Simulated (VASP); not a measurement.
# KF (I4/mmm) in VASP: further runs

The runs below take KF through single point, relaxation of the atoms, with PBE.

All numbers are computed with VASP 6.6.1; they aren't measurements. Logs are shortened: lines on timing, memory, paths and dates and some standing lists are left out, and cuts for length are marked.

**1. The cell of the first run**

Symmetry: I4/mmm, No. 139, tetragonal system. The conventional cell has a = 3.779 Å, b = 3.779 Å, c = 5.130 Å, α = 90.00°, β = 90.00°, γ = 90.00°. Within 3.4 Å of K (site symmetry 4/mmm) lie 6 F at 2.56 to 2.67 Å. F (site symmetry 4/mmm) has 6 K at 2.56 to 2.67 Å within 3.4 Å.

**2. Single point, PBE**

INCAR

```
PREC = Accurate
ENCUT = 520
EDIFF = 1E-6
ISMEAR = -1
SIGMA = 0.05
LREAL = F
LASPH = T
NELM = 60
ALGO = Normal
ISIF = 2
LWAVE = F
LCHARG = F
GGA = PE
NBANDS = 15
```

KPOINTS

```
Automatic mesh
0
Gamma
  9 9 9
```

POSCAR

```
KF
1.0
    0.0000000000      2.6718500000      2.6718500000
    2.5649760000      0.0000000000      2.6718500000
    2.5649760000      2.6718500000      0.0000000000
K F
1 1
Direct
    0.0000000000      0.0000000000      0.0000000000
    0.5000000000      0.5000000000      0.5000000000
```

Potentials or basis: VASP PAW PBE potentials, release 64 (K_sv, F).

The run is started by

```console
> cat potpaw_PBE.64/K_sv/POTCAR potpaw_PBE.64/F/POTCAR > POTCAR
> mpirun -np 1 vasp_std > vasp.out
```

OUTCAR:

```text
PREC = Accurate
   ENCUT = 520
   EDIFF = 1E-6
   ISMEAR = -1
   LREAL = F
   LASPH = T
   NELM = 60
   ISIF = 2
   GGA = PE

 ion  position               nearest neighbor table
   1  0.000  0.000  0.000-   2 2.56   2 2.56   2 2.67   2 2.67   2 2.67   2 2.67
   2  0.500  0.500  0.500-   1 2.56   1 2.56   1 2.67   1 2.67   1 2.67   1 2.67

  LATTYP: Found a body centered tetragonal cell.
 ALAT       =     3.7785665066
 C/A-ratio  =     1.3576450199

  Lattice vectors:

 A1 = (  -2.5649760000,   0.0000000000,  -2.6718500000)
 A2 = (  -2.5649760000,   0.0000000000,   2.6718500000)
 A3 = (   2.5649760000,   2.6718500000,   0.0000000000)

Analysis of symmetry for initial positions (statically):
=====================================================================
 Subroutine PRICEL returns:
 Original cell was already a primitive cell.

 Routine SETGRP: Setting up the symmetry group for a
 body centered tetragonal supercell.

 Subroutine GETGRP returns: Found 16 space group operations
 (whereof 16 operations were pure point group operations)
 out of a pool of 16 trial point group operations.

The static configuration has the point symmetry D_4h.

Analysis of symmetry for dynamics (positions and initial velocities):
=====================================================================
 Subroutine PRICEL returns:
 Original cell was already a primitive cell.

 Routine SETGRP: Setting up the symmetry group for a
 body centered tetragonal supercell.

 Subroutine GETGRP returns: Found 16 space group operations
 (whereof 16 operations were pure point group operations)
 out of a pool of 16 trial point group operations.

The dynamic configuration has the point symmetry D_4h.

 Subroutine INISYM returns: Found 16 space group operations
 (whereof 16 operations are pure point group operations),
 and found     1 'primitive' translations

----------------------------------------------------------------------------------------

                                     Primitive cell

  volume of cell :      36.6216

  direct lattice vectors                    reciprocal lattice vectors
     0.000000000  2.671850000  2.671850000    -0.194933598  0.187136254  0.187136254
     2.564976000  0.000000000  2.671850000     0.194933598 -0.187136254  0.187136254
     2.564976000  2.671850000  0.000000000     0.194933598  0.187136254 -0.187136254

  length of vectors
[... 84 lines left out ...]
   EDIFFG = 0.1E-04   stopping-criterion for IOM
   NSW    =      0    number of steps for IOM
   IBRION =     -1    ionic relax: 0-MD 1-quasi-New 2-CG
   NFREE  =      0    steps in history (QN), initial steepest desc. (CG)
   ISIF   =      2    stress and relaxation
   ISYM   =      2    0-nonsym 1-usesym 2-fastsym
   POTIM  = 0.5000    time-step for ionic-motion
   TEBEG  =    0.0;   TEEND  =   0.0 temperature during run
   PSTRESS=    0.0 pullay stress
   NELECT =      16.0000    total number of electrons
   NUPDOWN=      -1.0000    fix difference up-down
   EMIN   =  10.00;   EMAX   =-10.00  energy-range for DOS
   EFERMI =   0.00;   METHOD = LEGACY
   ISMEAR =    -1;   SIGMA  =   0.05  broadening in eV -4-tet -1-fermi 0-gaus
   EFERMI_NEDOS =   21; number of points for ismear=-14 and -15
   IALGO  =     38    algorithm
   IMIX   =      4    mixing-type and parameters
     AMIX     =   0.40;   BMIX     =  1.00
     AMIX_MAG =   1.60;   BMIX_MAG =  1.00
  volume/ion in A,a.u.               =      18.31       123.57
  Fermi-wavevector in a.u.,A,eV,Ry     =   1.242231  2.347476 20.995663  1.543138
  Thomas-Fermi vector in A             =   2.376594
   LORBIT       =      0    0 simple, 1 ext, 2 COOP (PROOUT), +10 PAW based schemes
   GGA     = PE    functional components
   LHFCALC =     F    Hartree Fock is set to
   AEXX    =    0.0000 exact exchange contribution
   IVDW    =     0    specifies the selected vdW correction
   LEPSILON=     F    determine dielectric tensor
   LRPA    =     F    only Hartree local field effects (RPA)
 non-spin polarized calculation
  energy-cutoff  :      520.00
  volume of cell :       36.62
 maximum number of plane-waves:      1000
   NGX = 13   NGY = 13   NGZ = 13

 number of electron      16.0000010 magnetization

 Free energy of the ion-electron system (eV)
  ---------------------------------------------------
  ext. energy  EPLUGINS =         0.00000000
  ---------------------------------------------------
  free energy    TOTEN  =        -8.25731683 eV

  energy without entropy =       -8.25731683  energy(sigma->0) =       -8.25731683

 E-fermi :  -1.4593     XC(G=0):  -8.5885

 val. band max:       -2.6370193963   @ k =   0.0000   0.0000   0.0000
 cond. band min:       3.6828599090   @ k =   0.0000   0.0000   0.0000
 fundamental gap:      6.3198793053
 Fermi energy:        -1.4592740365

 k-point     1 :       0.0000    0.0000    0.0000
  band No.  band energies     occupation
      1     -28.7135      2.00000
      2     -21.3714      2.00000
      3     -11.9333      2.00000
      4     -11.9333      2.00000
      5     -11.9321      2.00000
      6      -2.7160      2.00000
      7      -2.7160      2.00000
      8      -2.6370      2.00000
      9       3.6829      0.00000
     10       8.0304      0.00000
     11       8.0304      0.00000
     12       8.2692      0.00000
     13       9.6224      0.00000
     14      10.0584      0.00000
[... 401 lines left out ...]
      2     -21.3992      2.00000
      3     -12.5351      2.00000
      4     -12.1756      2.00000
      5     -12.1264      2.00000
      6      -2.9532      2.00000
      7      -2.7666      2.00000
      8      -2.6763      2.00000
      9       5.6514      0.00000
     10       7.6391      0.00000
     11       9.3853      0.00000
     12      11.1087      0.00000
     13      11.4664      0.00000
     14      11.7336      0.00000
     15      13.8419      0.00000

 [... further k-points ...]
[... 5 lines left out ...]
  --------------------------------------------------------------------------------------
  -------------------------------------------------------------------------------------
  Total        1.2345115      0.4896138      0.4896138     -0.0000000      0.0000000     -0.0000000
  in kB       54.0092667     21.4203603     21.4203603     -0.0000000      0.0000000     -0.0000000
  external PRESSURE =      32.2833291 kB  Pullay stress =       0.0000000 kB

 VOLUME and BASIS-vectors are now :
 -----------------------------------------------------------------------------
  energy-cutoff  :      520.00
  volume of cell :       36.62
      direct lattice vectors                 reciprocal lattice vectors
     0.000000000  2.671850000  2.671850000    -0.194933598  0.187136254  0.187136254
     2.564976000  0.000000000  2.671850000     0.194933598 -0.187136254  0.187136254
     2.564976000  2.671850000  0.000000000     0.194933598  0.187136254 -0.187136254

 POSITION                                       TOTAL-FORCE (eV/Angst)
 -----------------------------------------------------------------------------------
      0.00000      0.00000      0.00000        -0.000000      0.000000      0.000000
      2.56498      2.67185      2.67185         0.000000     -0.000000     -0.000000
 -----------------------------------------------------------------------------------
    total drift:                                0.000000      0.000000      0.000000

  FREE ENERGIE OF THE ION-ELECTRON SYSTEM (eV)
  ---------------------------------------------------
  free  energy   TOTEN  =        -8.2573168267 eV

  energy  without entropy=       -8.2573168267  energy(sigma->0) =       -8.25731683
```

It took 54 s on 1 thread of Intel Xeon 8259CL, shared host; peak memory 0.18 GiB.

What came out:

- Free energy: -8.2573 eV
- Pressure: 3.2 GPa
- Band gap on the k mesh: 6.32 eV

Stress tensor (GPa, compression positive):
```
5.40 0.00 0.00
0.00 2.14 0.00
0.00 0.00 2.14
```

Caveat: the cell stands under pressure.

**3. Relaxation of the atoms, PBE**

INCAR

```
SYSTEM = KF
PREC = Accurate
ENCUT = 520
EDIFF = 1E-6
ISMEAR = -1
SIGMA = 0.05
LREAL = .FALSE.
LASPH = .TRUE.
NELM = 80
ALGO = Normal
ISIF = 2
LWAVE = .FALSE.
LCHARG = .FALSE.
GGA = PE
IBRION = 2
NSW = 60
EDIFFG = -0.01
```

KPOINTS

```
regular mesh
0
G
  9 9 9
  0 0 0
```

POSCAR is that of step 2.

Potentials or basis: VASP PAW PBE potentials, release 64 (K_sv, F).

The run is started by

```console
> cat potpaw_PBE.64/K_sv/POTCAR potpaw_PBE.64/F/POTCAR > POTCAR
> mpirun -np 1 vasp_std > vasp.out
```

OUTCAR:

```text
SYSTEM = KF
   PREC = Accurate
   ENCUT = 520
   EDIFF = 1E-6
   ISMEAR = -1
   LREAL = .FALSE.
   LASPH = .TRUE.
   NELM = 80
   ISIF = 2
   GGA = PE
   IBRION = 2
   NSW = 60
   EDIFFG = -0.01

 ion  position               nearest neighbor table
   1  0.000  0.000  0.000-   2 2.56   2 2.56   2 2.67   2 2.67   2 2.67   2 2.67
   2  0.500  0.500  0.500-   1 2.56   1 2.56   1 2.67   1 2.67   1 2.67   1 2.67

  LATTYP: Found a body centered tetragonal cell.
 ALAT       =     3.7785665066
 C/A-ratio  =     1.3576450199
[... 542 lines left out ...]
      8      -2.6765      2.00000
      9       5.6514      0.00000
     10       7.6390      0.00000
     11       9.3853      0.00000
     12      11.1086      0.00000

 [... further k-points ...]
[... 5 lines left out ...]
  --------------------------------------------------------------------------------------
  -------------------------------------------------------------------------------------
  Total        1.2381416      0.4932633      0.4932633      0.0000000      0.0000000     -0.0000000
  in kB       54.1680806     21.5800248     21.5800248      0.0000000      0.0000000     -0.0000000
  external PRESSURE =      32.4427101 kB  Pullay stress =       0.0000000 kB

 VOLUME and BASIS-vectors are now :
 -----------------------------------------------------------------------------
  energy-cutoff  :      520.00
  volume of cell :       36.62
      direct lattice vectors                 reciprocal lattice vectors
     0.000000000  2.671850000  2.671850000    -0.194933598  0.187136254  0.187136254
     2.564976000  0.000000000  2.671850000     0.194933598 -0.187136254  0.187136254
     2.564976000  2.671850000  0.000000000     0.194933598  0.187136254 -0.187136254

 POSITION                                       TOTAL-FORCE (eV/Angst)
 -----------------------------------------------------------------------------------
      0.00000      0.00000      0.00000         0.000000      0.000000      0.000000
      2.56498      2.67185      2.67185         0.000000      0.000000     -0.000000
 -----------------------------------------------------------------------------------
    total drift:                                0.000000      0.000000      0.000000

  FREE ENERGIE OF THE ION-ELECTRON SYSTEM (eV)
  ---------------------------------------------------
  free  energy   TOTEN  =        -8.2573167797 eV

  energy  without entropy=       -8.2573167796  energy(sigma->0) =       -8.25731678

 reached required accuracy - stopping structural energy minimisation
```

CONTCAR:

```text
KF
   1.00000000000000
     0.0000000000000000    2.6718500000000001    2.6718500000000001
     2.5649760000000001    0.0000000000000000    2.6718500000000001
     2.5649760000000001    2.6718500000000001    0.0000000000000000
  K               F
     1     1
Direct
     0.0000000000000000    0.0000000000000000    0.0000000000000000
     0.5000000000000000    0.5000000000000000    0.5000000000000000

  0.00000000E+00  0.00000000E+00  0.00000000E+00
  0.00000000E+00  0.00000000E+00  0.00000000E+00
```

It took 42 s on 1 thread of Intel Xeon 8259CL, shared host; peak memory 0.18 GiB.

Results:

* Free energy: -8.2573 eV
* Pressure after relaxing: 3.2 GPa
* Band gap on the k mesh: 6.32 eV

Stress tensor (GPa, compression positive):
```
5.42 0.00 0.00
0.00 2.16 0.00
0.00 0.00 2.16
```

Final structure:
```cif
data_structure
_symmetry_space_group_name_H-M 'P 1'
_symmetry_Int_Tables_number 1
_cell_length_a 3.7786
_cell_length_b 3.7038
_cell_length_c 3.7038
_cell_angle_alpha 61.341
_cell_angle_beta 59.330
_cell_angle_gamma 59.330
_cell_volume 36.62
loop_
_atom_site_label
_atom_site_type_symbol
_atom_site_fract_x
_atom_site_fract_y
_atom_site_fract_z
_atom_site_occupancy
K1 K 0.00000 0.00000 0.00000 1
F1 F 0.50000 0.50000 0.50000 1
```

A k mesh can miss the band edges. Expect the measured gap to be larger: semilocal functionals such as PBE lack the derivative discontinuity.
